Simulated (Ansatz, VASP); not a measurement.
# Mn: VASP beside Ansatz

```
CELL_PARAMETERS angstrom
1.23145 2.13293 0.00000
-1.23145 2.13293 0.00000
0.00000 0.00000 4.64471
ATOMIC_POSITIONS crystal
Mn 0.33333 0.33334 0.25000
Mn 0.66666 0.66667 0.75000
```

Alike in both runs: task single point; functional PBE; k mesh 8 × 8 × 4; occupations tetrahedron; no spin polarisation; Hubbard terms Mn d U = 5.0 eV.

|  | VASP | Ansatz |
| --- | --- | --- |
| version | VASP 6.6.1 | Ansatz 0.2.0 |
| potentials or method | VASP PAW PBE potentials, release 64 (Mn_sv), cutoff 600 eV | PAW plane waves |
| valence electrons in the cell | 30 | 30 |

```csv
,VASP,Ansatz,Ansatz less VASP
gap on the k mesh at the Fermi level (eV),none,none,-
pressure (GPa),-16.5,-1.6,+14.91
"traceless stress, the component that is largest in VASP (GPa)",-8.72,-4.28,+4.442
```

The programs project onto different local orbitals, so the same U acts differently, and such runs can settle in different states. A gap of «none» marks a metal or a gap that the smearing closes. Ansatz's warnings: band table not solved further, filled band counts differ across k points, structure snapped to symmetry, tetrahedron derivatives may miss energy slope.

The k mesh is coarse, so the values compare programs but aren't converged.
